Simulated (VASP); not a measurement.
# Rb5Zn (P6/mmm) in VASP: single point with PBEsol+D3(BJ)

Aim: the single point of Rb5Zn with PBEsol+D3(BJ).

Program: VASP 6.6.1. These are calculated values, not measurements. Logs are shortened: lines on timing, memory, paths and dates and some standing lists are left out, and cuts for length are marked.

### Step 1. The cell of the first run

The structure is hexagonal, space group P6/mmm (No. 191). The conventional cell has a = 6.857 Å, b = 6.857 Å, c = 5.784 Å, α = 90.00°, β = 90.00°, γ = 120.00°. Within 4.6 Å of Rb (site symmetry -6m2) lie 9 Rb at 3.50 to 3.96 Å and 3 Zn at 3.96 Å. Within 4.5 Å of Rb (site symmetry mmm) lie 8 Rb at 3.43 to 3.50 Å and 4 Zn at 4.49 Å. Within 5.2 Å of Zn (site symmetry 6/mmm) lie 18 Rb at 3.96 to 4.49 Å.

The cell was generated, and may not be a known phase.

### Step 2. Single point, PBEsol+D3(BJ)

File INCAR:

```
SYSTEM = Rb5Zn
PREC = Accurate ; ENCUT = 520
EDIFF = 1E-7 ; ISMEAR = -1
SIGMA = 0.1 ; LREAL = .False.
LASPH = .True. ; NELM = 100
ALGO = Fast ; ISIF = 2
LWAVE = .False. ; LCHARG = .True.
GGA = PS ; IVDW = 12
LELF = .True. ; LVHAR = .True.
NBANDS = 38
```

File KPOINTS:

```
regular mesh
0
Gamma
  5 5 5
  0 0 0
```

File POSCAR:

```
Rb5Zn
1.0
    6.8566193400      0.0000000000      0.0000000000
   -3.4283096700      5.9380065400      0.0000000000
    0.0000000000      0.0000000000      5.7843906600
Rb Zn
5 1
Direct
    0.3333333300      0.6666666700      0.0000000000
    0.6666666700      0.3333333300      0.0000000000
    0.5000000000      0.0000000000      0.5000000000
    0.5000000000      0.5000000000      0.5000000000
    0.0000000000      0.5000000000      0.5000000000
    0.0000000000      0.0000000000      0.0000000000
```

Potentials or basis: VASP PAW PBE potentials, release 64 (Rb_sv, Zn).

On the command line:

```bash
cat potpaw_PBE.64/Rb_sv/POTCAR potpaw_PBE.64/Zn/POTCAR > POTCAR
mpirun -np 1 vasp_std > vasp.out
```

OUTCAR:

```text
SYSTEM = Rb5Zn
   PREC = Accurate
   ENCUT = 520
   EDIFF = 1E-7
   ISMEAR = -1
   LREAL = .False.
   LASPH = .True.
   NELM = 100
   ISIF = 2
   GGA = PS
   IVDW = 12
 IVDW          = 12

 ion  position               nearest neighbor table
   1  0.333  0.667  0.000-   5 3.50   5 3.50   3 3.50   3 3.50   4 3.50   4 3.50   6 3.96   2 3.96
                             2 3.96   6 3.96   6 3.96   2 3.96
   2  0.667  0.333  0.000-   5 3.50   5 3.50   3 3.50   3 3.50   4 3.50   4 3.50   6 3.96   1 3.96
                             1 3.96   6 3.96   6 3.96   1 3.96
   3  0.500  0.000  0.500-   4 3.43   5 3.43   4 3.43   5 3.43   1 3.50   2 3.50   1 3.50   2 3.50

   4  0.500  0.500  0.500-   5 3.43   5 3.43   3 3.43   3 3.43   1 3.50   2 3.50   1 3.50   2 3.50

   5  0.000  0.500  0.500-   4 3.43   4 3.43   3 3.43   3 3.43   1 3.50   2 3.50   1 3.50   2 3.50

   6  0.000  0.000  0.000-   1 3.96   2 3.96   2 3.96   1 3.96   2 3.96   1 3.96

  LATTYP: Found a hexagonal cell.
 ALAT       =     6.8566193400
 C/A-ratio  =     0.8436213786

  Lattice vectors:

 A1 = (   6.8566193400,   0.0000000000,   0.0000000000)
 A2 = (  -3.4283096700,   5.9380065400,   0.0000000000)
 A3 = (   0.0000000000,   0.0000000000,   5.7843906600)

Analysis of symmetry for initial positions (statically):
=====================================================================
 Subroutine PRICEL returns:
 Original cell was already a primitive cell.

 Routine SETGRP: Setting up the symmetry group for a
 hexagonal supercell.

 Subroutine GETGRP returns: Found 24 space group operations
 (whereof 24 operations were pure point group operations)
 out of a pool of 24 trial point group operations.

The static configuration has the point symmetry D_6h.

Analysis of symmetry for dynamics (positions and initial velocities):
=====================================================================
 Subroutine PRICEL returns:
 Original cell was already a primitive cell.

 Routine SETGRP: Setting up the symmetry group for a
 hexagonal supercell.

 Subroutine GETGRP returns: Found 24 space group operations
 (whereof 24 operations were pure point group operations)
 out of a pool of 24 trial point group operations.

The dynamic configuration has the point symmetry D_6h.

 Subroutine INISYM returns: Found 24 space group operations
 (whereof 24 operations are pure point group operations),
 and found     1 'primitive' translations
[... 93 lines left out ...]
   EDIFF  = 0.1E-06   stopping-criterion for ELM
   LREAL  =      F    real-space projection
   EDIFFG = 0.1E-05   stopping-criterion for IOM
   NSW    =      0    number of steps for IOM
   IBRION =     -1    ionic relax: 0-MD 1-quasi-New 2-CG
   NFREE  =      0    steps in history (QN), initial steepest desc. (CG)
   ISIF   =      2    stress and relaxation
   ISYM   =      2    0-nonsym 1-usesym 2-fastsym
   POTIM  = 0.5000    time-step for ionic-motion
   TEBEG  =    0.0;   TEEND  =   0.0 temperature during run
   PSTRESS=    0.0 pullay stress
   NELECT =      57.0000    total number of electrons
   NUPDOWN=      -1.0000    fix difference up-down
   EMIN   =  10.00;   EMAX   =-10.00  energy-range for DOS
   EFERMI =   0.00;   METHOD = LEGACY
   ISMEAR =    -1;   SIGMA  =   0.10  broadening in eV -4-tet -1-fermi 0-gaus
   EFERMI_NEDOS =   21; number of points for ismear=-14 and -15
   IALGO  =     68    algorithm
   IMIX   =      4    mixing-type and parameters
     AMIX     =   0.40;   BMIX     =  1.00
     AMIX_MAG =   1.60;   BMIX_MAG =  1.00
  volume/ion in A,a.u.               =      39.25       264.88
  Fermi-wavevector in a.u.,A,eV,Ry     =   1.020227  1.927950 14.161815  1.040864
  Thomas-Fermi vector in A             =   2.153785
   LORBIT       =      0    0 simple, 1 ext, 2 COOP (PROOUT), +10 PAW based schemes
   GGA     = PS    functional components
   LHFCALC =     F    Hartree Fock is set to
   AEXX    =    0.0000 exact exchange contribution
   IVDW    =    12    specifies the selected vdW correction
   LEPSILON=     F    determine dielectric tensor
   LRPA    =     F    only Hartree local field effects (RPA)
 non-spin polarized calculation
 RMM-DIIS sequential band-by-band and
  energy-cutoff  :      520.00
  volume of cell :      235.51
 maximum number of plane-waves:      6381
 NGX is ok and might be reduce to    54
   NGX = 25   NGY = 25   NGZ = 21

 number of electron      57.0000005 magnetization

 Free energy of the ion-electron system (eV)
  ---------------------------------------------------
  ext. energy  EPLUGINS =         0.00000000
  ---------------------------------------------------
  free energy    TOTEN  =        -1.53452294 eV

  energy without entropy =       -1.30885302  energy(sigma->0) =       -1.42168798

 E-fermi :   2.2482     XC(G=0):  -7.9864

 val. band max:        2.2449413790   @ k =   0.2000   0.0000   0.4000
 cond. band min:       2.2612217028   @ k =   0.4000   0.2000   0.2000
 fundamental gap:      0.0162803238
 Fermi energy:         2.2481740601

 k-point     1 :       0.0000    0.0000    0.0000
  band No.  band energies     occupation
      1     -27.4413      2.00000
      2     -27.1850      2.00000
      3     -27.1850      2.00000
      4     -26.8697      2.00000
      5     -26.8630      2.00000
      6     -12.6342      2.00000
[... 604 lines left out ...]
     37       4.7140      0.00000
     38       4.7432      0.00000

------------------------ aborting loop because EDIFF is reached ----------------------------------------

 Edisp (eV)   -1.57020

 E8    (eV) :    -1.2041

  FORCE on cell =-STRESS in cart. coord.  units (eV):
  Direction    XX          YY          ZZ          XY          YZ          ZX
  --------------------------------------------------------------------------------------
  -------------------------------------------------------------------------------------
  Total       4.68140     4.68140     9.55706     0.00000     0.00000     0.00000
  in kB      31.84767    31.84767    65.01693     0.00000     0.00000     0.00000
  external pressure =       42.90 kB  Pullay stress =        0.00 kB

 VOLUME and BASIS-vectors are now :
 -----------------------------------------------------------------------------
  energy-cutoff  :      520.00
  volume of cell :      235.51
      direct lattice vectors                 reciprocal lattice vectors
     6.856619340  0.000000000  0.000000000     0.145844468  0.084203343  0.000000000
    -3.428309670  5.938006540  0.000000000     0.000000000  0.168406686  0.000000000
     0.000000000  0.000000000  5.784390660     0.000000000  0.000000000  0.172879057

 POSITION                                       TOTAL-FORCE (eV/Angst)
 -----------------------------------------------------------------------------------
     -0.00000      3.95867      0.00000        -0.000000     -0.000000      0.000000
      3.42831      1.97934      0.00000         0.000000      0.000000     -0.000000
      3.42831      0.00000      2.89220        -0.000000      0.000000     -0.000000
      1.71415      2.96900      2.89220        -0.000000      0.000000     -0.000000
     -1.71415      2.96900      2.89220        -0.000000      0.000000     -0.000000
      0.00000      0.00000      0.00000        -0.000000      0.000000     -0.000000
 -----------------------------------------------------------------------------------
    total drift:                                0.000000      0.000000      0.000000

  FREE ENERGIE OF THE ION-ELECTRON SYSTEM (eV)
  ---------------------------------------------------
  free  energy   TOTEN  =        -3.1047236405 eV

  energy  without entropy=       -2.8790537220  energy(sigma->0) =       -2.99188868
```

stdout:

```text
POSCAR found type information on POSCAR RbZn
 POSCAR found :  2 types and       6 ions
[... 30 lines left out ...]
 num prob  num prob  num prob  num prob  num prob  num prob  num prob WARNING in EDDRMM: call to ZHEGV failed, returncode =   8  4     33
 num prob  num prob  num prob  num prob RMM:  23    -0.153452284349E+01   -0.14246E-06   -0.13454E-06  1405   0.417E-03    0.415E-04
 num prob  num prob  num prob  num prob  num prob  num prob  num prob  num prob  num prob  num prob  num prob  num prob  num prob  num prob  num prob  num prob  num prob  num prob  num prob  num prob  num prob  num prob  num prob  num prob  num prob  num prob  num prob  num prob  num prob WARNING in EDDRMM: call to ZHEGV failed, returncode =   8  4     28
 num prob  num prob  num prob  num prob  num prob  num prob  num prob  num prob  num prob  num prob  num prob  num prob  num prob  num prob  num prob  num prob RMM:  24    -0.153452294058E+01   -0.97095E-07   -0.95114E-07  1328   0.363E-03
```

It took 6.2 min on 1 thread of Intel Xeon Platinum 8259CL at 2.50GHz (Skylake/Cascade Lake), shared host; peak memory 0.43 GiB.

Results:

```
Free energy                : -3.1047 eV
Pressure                   : 4.3 GPa
Band gap on the k mesh     : zero (an odd number of electrons rules out a gap without spin polarisation)
Dispersion energy per atom : -0.262 eV
```

Caveat: the cell stands under pressure; the PAW data sets were made with another functional, which shifts forces and pressure a little.
